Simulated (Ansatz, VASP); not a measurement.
CoO: VASP beside Ansatz

```xyz
2
Lattice="2.8563 0.0000 0.0000 -1.4281 2.4736 0.0000 0.0000 0.0000 2.7876" Properties=species:S:1:pos:R:3 pbc="T T T"
Co    0.0000    0.0000    0.0000
O     1.4281    0.8245    1.3938
```

Alike in both runs: task relaxation of cell and atoms; functional PBE; dispersion D4; k mesh 11 × 11 × 10; occupations fermi-dirac, width 0.05 eV; collinear spin.

```csv
,VASP,Ansatz
version,VASP 6.6.1,Ansatz 0.2.0
potentials or method,"VASP PAW PBE potentials, release 64 (Co, O)",Ansatz PAW
plane-wave cutoff (eV),600,420
valence electrons in the cell,15,23
```

Ansatz gave:

- gap on the k mesh at the Fermi level, each at its own relaxed structure (eV): none
- net moment per atom (μB): 1.50
- size of the moment on the site where the two differ most (μB): 2.50
- relaxed volume (Å³/atom): 9.26
- relaxed cell length with the largest relative difference (Å): 2.715

Task: What did VASP give for the same quantities?

Result: gap on the k mesh at the Fermi level, each at its own relaxed structure (eV): none; net moment per atom (μB): 1.50; size of the moment on the site where the two differ most (μB): 2.54; relaxed volume (Å³/atom): 9.23; relaxed cell length with the largest relative difference (Å): 2.711.

Site moments also hang on the region over which each program counts them. A gap of «none» marks a metal or a gap that the smearing closes. VASP's potentials hold 15 valence electrons a cell and Ansatz's 23, so a difference there can come from the potentials and not from the codes.

Noted on Ansatz's run: the plane-wave basis is chosen anew once the cell has moved, so the energies of steps on either side of that aren't comparable.
